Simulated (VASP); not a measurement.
# S (Im-3m) in VASP: a series of runs

The runs below take S through single point, with PBE.

Everything below comes from runs of VASP 6.6.1. Logs are shortened: lines on timing, memory, paths and dates and some standing lists are left out, and cuts for length are marked.

## Step 1: The cell of the first run

It takes space group Im-3m (No. 229, cubic). Conventional cell: a = 2.932 Å, b = 2.932 Å, c = 2.932 Å, α = 90.00°, β = 90.00°, γ = 90.00°. Within 3.4 Å of S (site symmetry m-3m) lie 14 S at 2.54 to 2.93 Å.

## Step 2: Single point, PBE

INCAR

```
ALGO = Normal ; EDIFF = 1E-6
ENCUT = 520 ; GGA = PE
ISIF = 2 ; ISMEAR = -1
LASPH = T ; LCHARG = T
LELF = T ; LREAL = F
LVHAR = T ; LWAVE = F
NBANDS = 9 ; NELM = 100
PREC = Accurate ; SIGMA = 0.1
```

KPOINTS

```
k-points
0
Gamma
  18 18 18
```

POSCAR

```
S
1.0
   -1.4657827337      1.4657827337      1.4657827337
    1.4657827337     -1.4657827337      1.4657827337
    1.4657827337      1.4657827337     -1.4657827337
S
1
Direct
    0.0000000000      0.0000000000      0.0000000000
```

Potentials or basis: VASP PAW PBE potentials, release 64 (S).

Command:

```bash
> cat potpaw_PBE.64/S/POTCAR > POTCAR
> mpirun -np 1 vasp_std > vasp.out
```

OUTCAR:

```text
EDIFF = 1E-6
   ENCUT = 520
   GGA = PE
   ISIF = 2
   ISMEAR = -1
   LASPH = T
   LREAL = F
   NELM = 100
   PREC = Accurate

 ion  position               nearest neighbor table
   1  0.000  0.000  0.000-

  LATTYP: Found a body centered cubic cell.
 ALAT       =     2.9315654674

  Lattice vectors:

 A1 = (  -1.4657827337,   1.4657827337,   1.4657827337)
 A2 = (   1.4657827337,  -1.4657827337,   1.4657827337)
 A3 = (   1.4657827337,   1.4657827337,  -1.4657827337)

Analysis of symmetry for initial positions (statically):
=====================================================================
 Subroutine PRICEL returns:
 Original cell was already a primitive cell.

 Routine SETGRP: Setting up the symmetry group for a
 body centered cubic supercell.

 Subroutine GETGRP returns: Found 48 space group operations
 (whereof 48 operations were pure point group operations)
 out of a pool of 48 trial point group operations.

The static configuration has the point symmetry O_h .

Analysis of symmetry for dynamics (positions and initial velocities):
=====================================================================
 Subroutine PRICEL returns:
 Original cell was already a primitive cell.

 Routine SETGRP: Setting up the symmetry group for a
 body centered cubic supercell.

 Subroutine GETGRP returns: Found 48 space group operations
 (whereof 48 operations were pure point group operations)
 out of a pool of 48 trial point group operations.

The dynamic configuration has the point symmetry O_h .

 Subroutine INISYM returns: Found 48 space group operations
 (whereof 48 operations are pure point group operations),
 and found     1 'primitive' translations

----------------------------------------------------------------------------------------

                                     Primitive cell

  volume of cell :      12.5970

  direct lattice vectors                    reciprocal lattice vectors
    -1.465782734  1.465782734  1.465782734     0.000000000  0.341114674  0.341114674
     1.465782734 -1.465782734  1.465782734     0.341114674  0.000000000  0.341114674
     1.465782734  1.465782734 -1.465782734     0.341114674  0.341114674  0.000000000

  length of vectors
     2.538810168  2.538810168  2.538810168     0.482408999  0.482408999  0.482408999

  position of ions in fractional coordinates (direct lattice)
     0.000000000  0.000000000  0.000000000

[... 75 lines left out ...]
   EDIFF  = 0.1E-05   stopping-criterion for ELM
   LREAL  =      F    real-space projection
   EDIFFG = 0.1E-04   stopping-criterion for IOM
   NSW    =      0    number of steps for IOM
   IBRION =     -1    ionic relax: 0-MD 1-quasi-New 2-CG
   NFREE  =      0    steps in history (QN), initial steepest desc. (CG)
   ISIF   =      2    stress and relaxation
   ISYM   =      2    0-nonsym 1-usesym 2-fastsym
   POTIM  = 0.5000    time-step for ionic-motion
   TEBEG  =    0.0;   TEEND  =   0.0 temperature during run
   PSTRESS=    0.0 pullay stress
   NELECT =       6.0000    total number of electrons
   NUPDOWN=      -1.0000    fix difference up-down
   EMIN   =  10.00;   EMAX   =-10.00  energy-range for DOS
   EFERMI =   0.00;   METHOD = LEGACY
   ISMEAR =    -1;   SIGMA  =   0.10  broadening in eV -4-tet -1-fermi 0-gaus
   EFERMI_NEDOS =   21; number of points for ismear=-14 and -15
   IALGO  =     38    algorithm
   IMIX   =      4    mixing-type and parameters
     AMIX     =   0.40;   BMIX     =  1.00
     AMIX_MAG =   1.60;   BMIX_MAG =  1.00
  volume/ion in A,a.u.               =      12.60        85.01
  Fermi-wavevector in a.u.,A,eV,Ry     =   1.278505  2.416023 22.239732  1.634574
  Thomas-Fermi vector in A             =   2.411044
   LORBIT       =      0    0 simple, 1 ext, 2 COOP (PROOUT), +10 PAW based schemes
   GGA     = PE    functional components
   LHFCALC =     F    Hartree Fock is set to
   AEXX    =    0.0000 exact exchange contribution
   IVDW    =     0    specifies the selected vdW correction
   LEPSILON=     F    determine dielectric tensor
   LRPA    =     F    only Hartree local field effects (RPA)
 non-spin polarized calculation
  energy-cutoff  :      520.00
  volume of cell :       12.60
 maximum number of plane-waves:       370
   NGX =  9   NGY =  9   NGZ =  9

 number of electron       6.0000002 magnetization

 Free energy of the ion-electron system (eV)
  ---------------------------------------------------
  ext. energy  EPLUGINS =         0.00000000
  ---------------------------------------------------
  free energy    TOTEN  =        -2.77448113 eV

  energy without entropy =       -2.75793225  energy(sigma->0) =       -2.76620669

 E-fermi :  11.3055     XC(G=0): -12.2794

 val. band max:       11.2867196672   @ k =  -0.4444   0.4444   0.0556
 cond. band min:      11.3068135121   @ k =   0.3889   0.0556   0.0000
 fundamental gap:      0.0200938449
 Fermi energy:        11.3055019793

 k-point     1 :       0.0000    0.0000    0.0000
  band No.  band energies     occupation
      1      -8.1891      2.00000
      2      15.7781      0.00000
      3      15.7781      0.00000
      4      15.7781      0.00000
      5      23.6704      0.00000
      6      23.6704      0.00000
      7      23.6704      0.00000
      8      28.0252      0.00000
      9      28.0252      0.00000
[... 265 lines left out ...]
 k-point    24 :       0.3889    0.1111    0.0000
  band No.  band energies     occupation
      1      -2.3598      2.00000
      2       2.6832      2.00000
      3      10.0820      1.99999
      4      13.3760      0.00000
      5      19.6803      0.00000
      6      21.5017      0.00000
      7      28.8661      0.00000
      8      30.8085      0.00000
      9      35.7192      0.00000

 [... further k-points ...]

------------------------ aborting loop because EDIFF is reached ----------------------------------------

  FORCE on cell =-STRESS in cart. coord.  units (eV):
  Direction    XX          YY          ZZ          XY          YZ          ZX
  --------------------------------------------------------------------------------------
  -------------------------------------------------------------------------------------
  Total        2.3295063      2.3295063      2.3295063      0.0000000      0.0000000      0.0000000
  in kB      296.2822845    296.2822845    296.2822845      0.0000000      0.0000000      0.0000000
  external PRESSURE =     296.2822845 kB  Pullay stress =       0.0000000 kB

 VOLUME and BASIS-vectors are now :
 -----------------------------------------------------------------------------
  energy-cutoff  :      520.00
  volume of cell :       12.60
      direct lattice vectors                 reciprocal lattice vectors
    -1.465782734  1.465782734  1.465782734     0.000000000  0.341114674  0.341114674
     1.465782734 -1.465782734  1.465782734     0.341114674  0.000000000  0.341114674
     1.465782734  1.465782734 -1.465782734     0.341114674  0.341114674  0.000000000

 POSITION                                       TOTAL-FORCE (eV/Angst)
 -----------------------------------------------------------------------------------
      0.00000      0.00000      0.00000        -0.000000     -0.000000      0.000000
 -----------------------------------------------------------------------------------
    total drift:                                0.000000      0.000000      0.000000

  FREE ENERGIE OF THE ION-ELECTRON SYSTEM (eV)
  ---------------------------------------------------
  free  energy   TOTEN  =        -2.7744811330 eV

  energy  without entropy=       -2.7579322547  energy(sigma->0) =       -2.76620669
```

stdout:

```text
POSCAR found type information on POSCAR S
 POSCAR found :  1 types and       1 ions
 scaLAPACK will be used
 LDA part: xc-table for (Slater+PW92), standard interpolation
 POSCAR, INCAR and KPOINTS ok, starting setup
 FFT: planning ... GRIDC
 FFT: planning ... GRID_SOFT
 FFT: planning ... GRID
 WAVECAR not read
 entering main loop
```

Wall time 14 s (1 thread of AMD EPYC 7R13 (Zen 3), shared host); peak memory 0.1 GiB.

Results:

* Free energy: -2.7745 eV
* Pressure: 29.6 GPa
* Band gap on the k mesh: zero (band 3 reaches 15.78 eV, above the bottom of band 4 at 6.40 eV)

## Step 3: Single point, PBE

INCAR

```
PREC     = Accurate       # precision mode
ENCUT    = 520            # plane-wave cutoff, eV
EDIFF    = 1E-7           # SCF threshold, eV
ISMEAR   = -1             # smearing method
SIGMA    = 0.1            # smearing width, eV
LREAL    = F              # projectors in reciprocal space
LASPH    = T              # aspherical terms in the spheres
NELM     = 100            # most SCF steps
ALGO     = Normal         # electronic algorithm
ISIF     = 2              # what is computed and relaxed
LWAVE    = F              # write WAVECAR
LCHARG   = F              # write CHGCAR
GGA      = PE             # functional
NBANDS   = 9              # bands
```

KPOINTS

```
regular mesh
0
Gamma
  18 18 18
```

POSCAR

```
S
1.0
   -1.4660133703      1.4660133703      1.4660133703
    1.4660133703     -1.4660133703      1.4660133703
    1.4660133703      1.4660133703     -1.4660133703
S
1
Direct
    0.0000000000      0.0000000000      0.0000000000
```

Potentials or basis: VASP PAW PBE potentials, release 64 (S).

Command:

```bash
> cat potpaw_PBE.64/S/POTCAR > POTCAR
> mpirun -np 1 vasp_std > vasp.out
```

It took 15 s on 1 thread of AMD EPYC 7R13 (Zen 3), shared host; peak memory 0.1 GiB.

The run converged. Its results:

```
Free energy            : -2.7756 eV
Pressure               : 29.5 GPa
Band gap on the k mesh : zero (band 3 reaches 15.77 eV, above the bottom of band 4 at 6.39 eV)
```

Levels at points of the mesh, in eV from the Fermi level:
```tsv
k point	band 1	band 2	band 3	band 4	band 5	band 6	band 7	band 8
(0.00, 0.00, 0.00)	-19.49	4.47	4.47	4.47	12.36	12.36	12.36	16.72
(0.50, 0.00, 0.00)	-13.33	-9.61	0.20	3.09	7.62	7.74	19.77	20.10
(0.50, 0.50, 0.50)	-8.40	-4.56	-4.56	-4.56	2.51	2.51	24.36	24.36
```
